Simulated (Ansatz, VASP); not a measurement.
Two plane-wave programs on C

Contents of INCAR:

```
ALGO = Normal
EDIFF = 1E-6
ENCUT = 520
GGA = PE
ISIF = 2
ISMEAR = 0
IVDW = 12
LASPH = T
LCHARG = F
LREAL = F
LWAVE = F
NBANDS = 11
NELM = 60
PREC = Accurate
SIGMA = 0.03
```

File KPOINTS:

```
k-points
0
Gamma
  16 16 16
```

Contents of POSCAR:

```
C
1.0
    0.0000000000      2.1482183678      3.4203586967
    1.2409363575      0.0000000000      3.4203586967
    1.2409363575      2.1482183678      0.0000000000
C
2
Direct
    0.1666966007      0.8333033993      0.1666966007
    0.8333033993      0.1666966007      0.8333033993
```

Input for Ansatz:

```yaml
crystal:
  lattice:
    - [0.0, 2.1482183678, 3.4203586967]
    - [1.2409363575, 0.0, 3.4203586967]
    - [1.2409363575, 2.1482183678, 0.0]
  atoms:
    - { symbol: C, position: [0.1666966007, 0.8333033993, 0.1666966007] }
    - { symbol: C, position: [0.8333033993, 0.1666966007, 0.8333033993] }
basis:
  ecutwfc: 520.0
kpoints:
  mp_grid: { grid: [16, 16, 16] }
hamiltonian:
  xc: pbe
  pseudopotentials: { kind: paw, azcp: { folder: soft_1 } }
  dispersion: d3bj
scf:
  occupations: { method: gaussian, width: 0.03 }
output:
  forces: true
  stress: true
  eigenvalues: true
```

Alike in both runs: task single point; functional PBE; dispersion D3(BJ); k mesh 16 × 16 × 16; occupations gaussian, width 0.03 eV; no spin polarisation.

```csv
,VASP,Ansatz
version,VASP 6.6.1,Ansatz 0.2.0
potentials or method,"VASP PAW PBE potentials, release 64 (C), cutoff 520 eV","scalar-relativistic, plane waves, PAW"
valence electrons in the cell,8,8
```

Ansatz gave:

| Item | Value |
| --- | --- |
| gap on the k mesh at the Fermi level (eV) | 0.27 |
| least direct gap on the mesh (eV) | 0.32 |
| pressure (GPa) | -5.5 |
| traceless stress, the component that is largest in VASP (GPa) | 5.46 |
| rms of the force components (eV/Å) | 0.012 |

Q: Estimate VASP's values.

A: gap on the k mesh at the Fermi level (eV): 0.27; least direct gap on the mesh (eV): 0.32; pressure (GPa): -5.1; traceless stress, the component that is largest in VASP (GPa): 4.95; rms of the force components (eV/Å): 0.012.

Atom by atom the forces differ by 0.000 eV/Å (rms over components).
